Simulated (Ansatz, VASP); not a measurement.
# TePb in VASP and in Ansatz

File INCAR:

```
SYSTEM = TePb
ALGO = Normal
EDIFF = 1E-6
ENCUT = 500
GGA = PS
GGA_COMPAT = .FALSE.
ISIF = 2
ISMEAR = -1
LASPH = .TRUE.
LCHARG = .FALSE.
LORBIT = 11
LORBMOM = .TRUE.
LREAL = .FALSE.
LSORBIT = .TRUE.
LWAVE = .FALSE.
MAGMOM = 0 0 0 0 0 0
NBANDS = 32
NELM = 200
PREC = Accurate
SIGMA = 0.05
```

The input KPOINTS:

```
k-points
0
G
  7 7 7
  0 0 0
```

Contents of POSCAR:

```
TePb
1.0
    0.0000000000      3.2735180337      3.2735180337
    3.2735180337      0.0000000000      3.2735180337
    3.2735180337      3.2735180337      0.0000000000
Pb Te
1 1
Direct
    0.0000000000      0.0000000000      0.0000000000
    0.5000000000      0.5000000000      0.5000000000
```

File input.yaml:

```yaml
crystal:
  lattice:
    - [0.0, 3.2735180337, 3.2735180337]
    - [3.2735180337, 0.0, 3.2735180337]
    - [3.2735180337, 3.2735180337, 0.0]
  atoms:
    - { symbol: Pb, position: [0.0, 0.0, 0.0] }
    - { symbol: Te, position: [0.5, 0.5, 0.5] }
hamiltonian:
  xc: pbesol
  pseudopotentials: { kind: paw_fr }
magnetization:
  noncollinear: true
  spin_orbit: true
kpoints:
  mp_grid: { grid: [7, 7, 7] }
scf:
  occupations: { method: fermi_dirac, width: 0.05 }
output:
  forces: true
  stress: true
  eigenvalues: true
  write_density: true
  write_potential: true
  elf: true
  volumetric_format: npy
```

Alike in both runs: task single point; functional PBEsol; k mesh 7 × 7 × 7; occupations fermi-dirac, width 0.05 eV; non-collinear spin, spin-orbit coupling.

|  | VASP | Ansatz |
| --- | --- | --- |
| version | VASP 6.6.1 | Ansatz 0.2.0 |
| potentials or method | VASP PAW PBE potentials, release 64 (Pb_d, Te) | Ansatz PAW |
| plane-wave cutoff (eV) | 500 | 420 |
| valence electrons in the cell | 20 | 30 |

|  | VASP | Ansatz | Ansatz less VASP |
| --- | --- | --- | --- |
| pressure (GPa) | -2.0 | -2.1 | -0.09 |
| net moment per atom (μB) | 0.00 | 0.00 | 0.000 |

VASP's potentials were made for PBE, not for PBEsol. The functional is the same, so the differences come from potentials, cutoffs and numerics. VASP's potentials hold 20 valence electrons a cell and Ansatz's 30, so a difference there can come from the potentials and not from the codes.
